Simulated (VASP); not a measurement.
Wanted: the native input for a VASP 6.6.1 run.

```yaml
Task: single point
Functional: r2SCAN
Potentials_or_basis: VASP PAW PBE potentials, release 64 (C)
Cutoff: 520 eV
k_mesh: 9 × 9 × 4
Occupations: gaussian, width 0.1 eV
Spin: no spin polarisation
Dipole_correction: no
Further_INCAR_settings: ALGO = Normal; EDIFF = 1e-07; NBANDS = 16
```

C:

```
CELL_PARAMETERS angstrom
2.45600 0.00000 0.00000
-1.22800 2.12696 0.00000
0.00000 0.00000 6.69600
ATOMIC_POSITIONS crystal
C 0.00000 0.00000 0.75000
C 0.00000 0.00000 0.25000
C 0.33333 0.66667 0.75000
C 0.66667 0.33333 0.25000
```

One way to write it, as run:

POSCAR

```
C
1.0
    2.4560000000      0.0000000000      0.0000000000
   -1.2280000000      2.1269583917      0.0000000000
    0.0000000000      0.0000000000      6.6960000000
C
4
Direct
    0.0000000000      0.0000000000      0.7500000000
    0.0000000000      0.0000000000      0.2500000000
    0.3333333333      0.6666666667      0.7500000000
    0.6666666667      0.3333333333      0.2500000000
```

INCAR.step1

```
SYSTEM = C
PREC = Accurate ; ENCUT = 520
ISMEAR = 0 ; SIGMA = 0.1
LREAL = .FALSE. ; LASPH = .TRUE.
NELM = 100 ; NBANDS = 16
GGA = PE ; ALGO = Normal
EDIFF = 1E-4 ; LWAVE = .TRUE.
LCHARG = .FALSE.
```

INCAR.step2

```
SYSTEM = C
PREC = Accurate ; ENCUT = 520
EDIFF = 1E-7 ; ISMEAR = 0
SIGMA = 0.1 ; LREAL = .FALSE.
LASPH = .TRUE. ; NELM = 100
ALGO = Normal ; ISIF = 2
LWAVE = .FALSE. ; LCHARG = .FALSE.
METAGGA = R2SCAN ; LMIXTAU = .TRUE.
NBANDS = 16 ; ISTART = 1
```

KPOINTS

```
Automatic mesh
0
G
  9 9 4
  0 0 0
```

Potentials or basis: VASP PAW PBE potentials, release 64 (C).

Run with:

```bash
$ cat potpaw_PBE.64/C/POTCAR > POTCAR
$ cp INCAR.step1 INCAR
$ mpirun -np 1 vasp_std > vasp.out
$ cp INCAR.step2 INCAR
$ mpirun -np 1 vasp_std > vasp.out
```

It gave:

The pressure is 1.1 GPa and the band gap on the k mesh is zero (band 8 reaches 4.71 eV, above the bottom of band 9 at 4.68 eV).

Caveat: the PAW data sets were made with another functional, which shifts forces and pressure a little.

It took 49 s on 1 thread of Intel(R) Xeon(R) Platinum 8488C (Sapphire Rapids), with other jobs on the host, peak memory 0.15 GiB.
